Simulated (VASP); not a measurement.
# CuO in VASP: single point with PBE

Aim: the single point of CuO with PBE.

Program: VASP 6.6.1. These are calculated values, not measurements. Logs are shortened: lines on timing, memory, paths and dates and some standing lists are left out, and cuts for length are marked.

### Step 1. The cell of the first run

The typed cell holds 4 atoms: a = 2.949 Å, b = 2.949 Å, c = 5.151 Å, α = 90.00°, β = 90.00°, γ = 89.99°.

### Step 2. Single point, PBE

Input file POSCAR:

```
CuO
1.0
    2.0790164023     -2.0851741856      0.1629895470
    2.0790159544      2.0851746276      0.1629896059
   -0.4026055770     -0.0000001158      5.1354419504
Cu O
2 2
Direct
    0.0000000000      0.5000000000      0.0000000000
    0.5000000000      0.0000000000      0.5000000000
    0.5000000000      0.5000000000      0.2500000000
    0.5000000000      0.5000000000      0.7500000000
```

Input file INCAR.step1:

```
PREC     = Accurate       # precision mode
ENCUT    = 520            # plane-wave cutoff, eV
EDIFF    = 1E-6           # SCF threshold, eV
ISMEAR   = 0              # smearing method
SIGMA    = 0.1            # smearing width, eV
LREAL    = False          # projectors in reciprocal space
LASPH    = True           # aspherical terms in the spheres
NELM     = 120            # most SCF steps
ALGO     = Normal         # electronic algorithm
ISIF     = 2              # what is computed and relaxed
LWAVE    = False          # write WAVECAR
LCHARG   = True           # write CHGCAR
LMAXMIX  = 4              # l up to which the mixer works
GGA      = PE             # functional
NBANDS   = 25             # bands
GGA_COMPAT= False        
NEDOS    = 2001           # points of the DOS
LORBIT   = 11             # projections on sites
```

Input file KPOINTS.step1:

```
regular mesh
0
Gamma
  14 14 8
```

Input file INCAR.step2:

```
PREC     = Accurate       # precision mode
ENCUT    = 520            # plane-wave cutoff, eV
EDIFF    = 1E-6           # SCF threshold, eV
ISMEAR   = -5             # smearing method
SIGMA    = 0.1            # smearing width, eV
LREAL    = False          # projectors in reciprocal space
LASPH    = True           # aspherical terms in the spheres
NELM     = 120            # most SCF steps
ALGO     = Normal         # electronic algorithm
ISIF     = 2              # what is computed and relaxed
LWAVE    = False          # write WAVECAR
LCHARG   = False          # write CHGCAR
LMAXMIX  = 4              # l up to which the mixer works
GGA      = PE             # functional
LORBIT   = 11             # projections on sites
NEDOS    = 2001           # points of the DOS
ICHARG   = 11             # starting density
GGA_COMPAT= False
```

Input file KPOINTS.step2:

```
regular mesh
0
Gamma
  21 21 12
```

Potentials or basis: VASP PAW PBE potentials, release 64 (Cu, O).

Launch:

```
> cat potpaw_PBE.64/Cu/POTCAR potpaw_PBE.64/O/POTCAR > POTCAR
> cp INCAR.step1 INCAR
> cp KPOINTS.step1 KPOINTS
> mpirun -np 1 vasp_std > vasp.out
> cp INCAR.step2 INCAR
> cp KPOINTS.step2 KPOINTS
> mpirun -np 1 vasp_std > vasp.out
```

OUTCAR:

```text
PREC = Accurate
   ENCUT = 520
   EDIFF = 1E-6
   ISMEAR = -5
   LREAL = False
   LASPH = True
   NELM = 120
   ISIF = 2
   GGA = PE
   LORBIT = 11
   ICHARG = 11

 ion  position               nearest neighbor table
   1  0.000  0.500  0.000-   4 1.96   3 1.96   3 1.96   4 1.96
   2  0.500  0.000  0.500-   3 1.96   4 1.96   3 1.96   4 1.96
   3  0.500  0.500  0.250-   1 1.96   2 1.96   2 1.96   1 1.96
   4  0.500  0.500  0.750-   1 1.96   2 1.96   2 1.96   1 1.96

  LATTYP: Found a base centered orthorhombic cell.
 ALAT       =     4.1703488132
 B/A-ratio  =     1.0001059714
 C/A-ratio  =     1.2351962947

  Lattice vectors:

 A1 = (  -2.0790159544,  -2.0851746276,  -0.1629896059)
 A2 = (   2.0790164023,  -2.0851741856,   0.1629895470)
 A3 = (  -0.4026055770,  -0.0000001158,   5.1354419504)

Analysis of symmetry for initial positions (statically):
=====================================================================
 Subroutine PRICEL returns:
 Original cell was already a primitive cell.

 Routine SETGRP: Setting up the symmetry group for a
 base centered orthorhombic supercell.

 Subroutine GETGRP returns: Found  8 space group operations
 (whereof  4 operations were pure point group operations)
 out of a pool of  8 trial point group operations.

The static configuration has the point symmetry C_2h.
 The point group associated with its full space group is D_2h.

Analysis of symmetry for dynamics (positions and initial velocities):
=====================================================================
 Subroutine PRICEL returns:
 Original cell was already a primitive cell.

 Routine SETGRP: Setting up the symmetry group for a
 base centered orthorhombic supercell.

 Subroutine GETGRP returns: Found  8 space group operations
 (whereof  4 operations were pure point group operations)
 out of a pool of  8 trial point group operations.

The dynamic configuration has the point symmetry C_2h.
 The point group associated with its full space group is D_2h.

 Subroutine INISYM returns: Found  8 space group operations
 (whereof  4 operations are pure point group operations),
 and found     1 'primitive' translations

----------------------------------------------------------------------------------------

                                     Primitive cell

  volume of cell :      44.7991

  direct lattice vectors                    reciprocal lattice vectors
     2.079016402 -2.085174186  0.162989547     0.239029282 -0.239788070  0.018739282
     2.079015954  2.085174628  0.162989606     0.239029231  0.239788121  0.018739289
    -0.402605577 -0.000000116  5.135441950    -0.015172707 -0.000000004  0.193535706

  length of vectors
     2.949038178  2.949038178  5.151199402     0.339093611  0.339093611  0.194129546

  position of ions in fractional coordinates (direct lattice)
     1.000000000  0.500000000  0.000000000
     0.500000000  0.000000000  0.500000000
     0.500000000  0.500000000  0.250000000
     0.500000000  0.500000000  0.750000000

  ion indices of the primitive-cell ions
   primitive index   ion index
                 1           1
                 2           2
                 3           3
                 4           4

----------------------------------------------------------------------------------------

 KPOINTS: regular mesh

Automatic generation of k-mesh.
 Grid dimensions read from file:
 generate k-points for:   21   21   12

 Generating k-lattice:

  Cartesian coordinates                     Fractional coordinates (reciprocal lattice)
     0.011382347 -0.011418480  0.000892347     0.047619048  0.000000000  0.000000000
     0.011382344  0.011418482  0.000892347     0.000000000  0.047619048  0.000000000
    -0.001264392 -0.000000000  0.016127976    -0.000000000 -0.000000000  0.083333333

  Length of vectors
     0.016147315  0.016147315  0.016177462

  Shift w.r.t. Gamma in fractional coordinates (k-lattice)
     0.000000000  0.000000000  0.000000000

 TETIRR: Found   7938 inequivalent tetrahedra from    31752

 Subroutine IBZKPT returns following result:
 ===========================================

 Found    847 irreducible k-points:

 Following reciprocal coordinates:
            Coordinates               Weight
  0.000000  0.000000  0.000000      1.000000
  0.047619 -0.000000 -0.000000      4.000000
  0.095238  0.000000 -0.000000      4.000000
  0.142857 -0.000000 -0.000000      4.000000
  0.190476  0.000000 -0.000000      4.000000
  0.238095  0.000000 -0.000000      4.000000
[... 16 lines left out ...]
 -0.428571  0.047619  0.000000      4.000000
 -0.380952  0.047619  0.000000      4.000000
 [... further k-points ...]
   k-points           NKPTS =    847   k-points in BZ     NKDIM =    847   number of bands    NBANDS=     21
   number of dos      NEDOS =   2001   number of ions     NIONS =      4
   total plane-waves  NPLWV =  23040
   dimension x,y,z NGX =    24 NGY =   24 NGZ =   40
   dimension x,y,z NGXF=    48 NGYF=   48 NGZF=   80
   ions per type =               2   2
   NGX,Y,Z   is equivalent  to a cutoff of  13.53, 13.53, 12.91 a.u.
   NGXF,Y,Z  is equivalent  to a cutoff of  27.06, 27.06, 25.82 a.u.
 SYSTEM =  unknown system
   PREC   = accura    normal or accurate (medium, high low for compatibility)
   ISTART =      0    job   : 0-new  1-cont  2-samecut
   ICHARG =     11    charge: 1-file 2-atom 10-const
   ISPIN  =      1    spin polarized calculation?
   LNONCOLLINEAR =      F non collinear calculations
   LSORBIT =      F    spin-orbit coupling
   LASPH  =      T    aspherical Exc in radial PAW
   ENCUT  =  520.0 eV  38.22 Ry    6.18 a.u.   5.48  5.48  9.58*2*pi/ulx,y,z
   NELM   =    120;   NELMIN=  2; NELMDL=  0     # of ELM steps
   EDIFF  = 0.1E-05   stopping-criterion for ELM
   LREAL  =      F    real-space projection
   EDIFFG = 0.1E-04   stopping-criterion for IOM
   NSW    =      0    number of steps for IOM
   IBRION =     -1    ionic relax: 0-MD 1-quasi-New 2-CG
   NFREE  =      0    steps in history (QN), initial steepest desc. (CG)
   ISIF   =      2    stress and relaxation
   ISYM   =      2    0-nonsym 1-usesym 2-fastsym
   POTIM  = 0.5000    time-step for ionic-motion
   TEBEG  =    0.0;   TEEND  =   0.0 temperature during run
   PSTRESS=    0.0 pullay stress
   NELECT =      34.0000    total number of electrons
   NUPDOWN=      -1.0000    fix difference up-down
   EMIN   =  10.00;   EMAX   =-10.00  energy-range for DOS
   EFERMI =   0.00;   METHOD = LEGACY
   ISMEAR =    -5;   SIGMA  =   0.10  broadening in eV -4-tet -1-fermi 0-gaus
   EFERMI_NEDOS =   21; number of points for ismear=-14 and -15
   IALGO  =     38    algorithm
   IMIX   =      4    mixing-type and parameters
     AMIX     =   0.40;   BMIX     =  1.00
     AMIX_MAG =   1.60;   BMIX_MAG =  1.00
  volume/ion in A,a.u.               =      11.20        75.58
  Fermi-wavevector in a.u.,A,eV,Ry     =   1.493292  2.821913 30.339919  2.229921
  Thomas-Fermi vector in A             =   2.605711
   LORBIT       =     11    0 simple, 1 ext, 2 COOP (PROOUT), +10 PAW based schemes
   GGA     = PE    functional components
   LHFCALC =     F    Hartree Fock is set to
   AEXX    =    0.0000 exact exchange contribution
   IVDW    =     0    specifies the selected vdW correction
   LEPSILON=     F    determine dielectric tensor
   LRPA    =     F    only Hartree local field effects (RPA)
 non-spin polarized calculation
 Fermi weights with tetrahedron method with Bloechl corrections
  energy-cutoff  :      520.00
  volume of cell :       44.80
 maximum number of plane-waves:      1236
 NGX is ok and might be reduce to    24

 number of electron      34.0000018 magnetization

 Free energy of the ion-electron system (eV)
  ---------------------------------------------------
  ext. energy  EPLUGINS =         0.00000000
  ---------------------------------------------------
  free energy    TOTEN  =       -19.73172345 eV

  energy without entropy =      -19.73172345  energy(sigma->0) =      -19.73172345

 E-fermi :   4.7738     XC(G=0): -11.2559

 val. band max:        4.8070251724   @ k =  -0.0476   0.0476   0.5000
 cond. band min:       4.7215917007   @ k =  -0.0952   0.0952   0.4167
 fundamental gap:     -0.0854334717
 Fermi energy:         4.7737582093

 k-point     1 :       0.0000    0.0000    0.0000
  band No.  band energies     occupation
      1     -14.9492      2.00000
      2     -13.6559      2.00000
      3      -3.2359      2.00000
      4      -0.6002      2.00000
      5      -0.5999      2.00000
      6       1.0863      2.00000
[... 13 lines left out ...]
     20      10.8507      0.00000
     21      12.0203      0.00000

 k-point     2 :       0.0476   -0.0000   -0.0000
  band No.  band energies     occupation
      1     -14.9377      2.00000
      2     -13.6524      2.00000
      3      -3.2151      2.00000
      4      -0.6110      2.00000
      5      -0.5941      2.00000
      6       0.9315      2.00000
[... 13 lines left out ...]
     20      10.9353      0.00000
     21      11.9604      0.00000

 k-point     3 :       0.0952    0.0000   -0.0000
  band No.  band energies     occupation
      1     -14.9035      2.00000
      2     -13.6421      2.00000
      3      -3.1541      2.00000
      4      -0.6410      2.00000
      5      -0.5766      2.00000
      6       0.5740      2.00000
[... 13 lines left out ...]
     20      11.1768      0.00000
     21      11.7819      0.00000
[... 457 lines left out ...]
 k-point    23 :      -0.4286    0.0476    0.0000
  band No.  band energies     occupation
      1     -14.3957      2.00000
      2     -13.4995      2.00000
      3      -2.2204      2.00000
      4      -2.0757      2.00000
      5      -0.7180      2.00000
      6      -0.3454      2.00000
[... 13 lines left out ...]
     20      10.0041      0.00000
     21      11.9739      0.00000

 k-point    24 :      -0.3810    0.0476    0.0000
  band No.  band energies     occupation
      1     -14.4476      2.00000
      2     -13.5131      2.00000
      3      -2.3139      2.00000
      4      -1.8773      2.00000
      5      -0.7477      2.00000
      6      -0.3674      2.00000
[... 13 lines left out ...]
     20       9.7075      0.00000
     21      12.6819      0.00000

 [... further k-points ...]
[... 5 lines left out ...]
  --------------------------------------------------------------------------------------
  -------------------------------------------------------------------------------------
  Total        0.1837961      0.1817727      0.2998180      0.0000000     -0.0000000     -0.0091521
  in kB        6.5732120      6.5008493     10.7225759      0.0000000     -0.0000001     -0.3273113
  external PRESSURE =       7.9322124 kB  Pullay stress =       0.0000000 kB

 VOLUME and BASIS-vectors are now :
 -----------------------------------------------------------------------------
  energy-cutoff  :      520.00
  volume of cell :       44.80
      direct lattice vectors                 reciprocal lattice vectors
     2.079016402 -2.085174186  0.162989547     0.239029282 -0.239788070  0.018739282
     2.079015954  2.085174628  0.162989606     0.239029231  0.239788121  0.018739289
    -0.402605577 -0.000000116  5.135441950    -0.015172707 -0.000000004  0.193535706

 POSITION                                       TOTAL-FORCE (eV/Angst)
 -----------------------------------------------------------------------------------
      1.03951      1.04259      0.08149         0.000000      0.000000      0.000000
      0.83821     -1.04259      2.64922         0.000000      0.000000      0.000000
      1.97836      0.00000      1.44685        -0.000000      0.000000      0.000000
      1.77706      0.00000      4.01457        -0.000000     -0.000000     -0.000000
 -----------------------------------------------------------------------------------
    total drift:                                0.000000     -0.000000     -0.000000

  FREE ENERGIE OF THE ION-ELECTRON SYSTEM (eV)
  ---------------------------------------------------
  free  energy   TOTEN  =       -19.7317234515 eV

  energy  without entropy=      -19.7317234515  energy(sigma->0) =      -19.73172345

 total charge

# of ion       s       p       d       tot
------------------------------------------
    1        0.387   0.381   9.121   9.890
    2        0.387   0.381   9.121   9.890
    3        1.577   3.373   0.000   4.950
    4        1.577   3.373   0.000   4.950
--------------------------------------------------
tot          3.929   7.507  18.243  29.679
```

It took 15 min on 1 thread of Oxide Virtual Turin-like, shared host; peak memory 0.71 GiB.

What came out:

```yaml
Valence_electrons_inside_the_program's_atomic_spheres: Cu 9.89; O 4.95
```

Caveat: semilocal functionals often make such compounds metallic where correlation or magnetic order opens a gap, which also shifts bond lengths.
